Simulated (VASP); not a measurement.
A run of VASP 6.6.1 is set up as follows.

The input INCAR:

```
SYSTEM = In4Sb4H
PREC     = Accurate       ! precision mode
ENCUT    = 520            ! plane-wave cutoff, eV
EDIFF    = 1E-7           ! SCF threshold, eV
ISMEAR   = -1             ! smearing method
SIGMA    = 0.05           ! smearing width, eV
LREAL    = Auto         
LASPH    = .TRUE.         ! aspherical terms in the spheres
NELM     = 80             ! most SCF steps
ALGO     = Normal         ! electronic algorithm
ISIF     = 2              ! what is computed and relaxed
LWAVE    = .FALSE.        ! write WAVECAR
LCHARG   = .FALSE.        ! write CHGCAR
GGA      = CA             ! functional
NBANDS   = 88             ! bands
```

File KPOINTS:

```
regular mesh
0
G
  2 2 1
  0 0 0
```

The input POSCAR:

```
In4Sb4H
1.0
    9.1372340000      0.0000000000      0.0000000000
    0.0000000000      6.4610000000      0.0000000000
    0.0000000000      0.0000000000     19.8529250000
In Sb H
8 8 2
Direct
    0.0000000000      0.0000000000      0.0503704000
    0.7476105250      0.5519628562      0.1738129749
    0.2476932852      0.5530642362      0.1740244153
    0.5000000000      0.0000000000      0.0503704000
    0.4980377373      0.0688052830      0.2782069874
    0.2467698412      0.4865221072      0.3684465051
    0.7463962083      0.4864699072      0.3692194667
    0.9973176772      0.0700823452      0.2777982145
    0.9979268260      0.3034613669      0.1569161010
    0.2500000000      0.7500000000      0.0503704000
    0.7500000000      0.7500000000      0.0503704000
    0.4976726120      0.3027569404      0.1573078573
    0.4961021613      0.2703160394      0.4036929108
    0.7478634691      0.8193768104      0.2832259498
    0.2474172003      0.8211340154      0.2833779053
    0.9971197342      0.2707808231      0.4036173122
    0.7802306103      0.2209578189      0.5306968456
    0.6973146713      0.2259084446      0.5236476647
```

Potentials or basis: VASP PAW LDA potentials, release 64 (In_d, Sb, H).

Run with:

```sh
$ cat potpaw_LDA.64/In_d/POTCAR potpaw_LDA.64/Sb/POTCAR potpaw_LDA.64/H/POTCAR > POTCAR
$ mpirun -np 1 vasp_std > vasp.out
```

(1) Predict the band gap on the k mesh.

(2) Estimate the largest force.

Answers

(1) 0.35 eV, indirect (least direct gap 0.47 eV).

(2) 1.058 eV/Å.

Caveat: the k points lie up to 0.49 Å⁻¹ apart; spin-orbit coupling is left out, which moves the levels of the heavy elements.
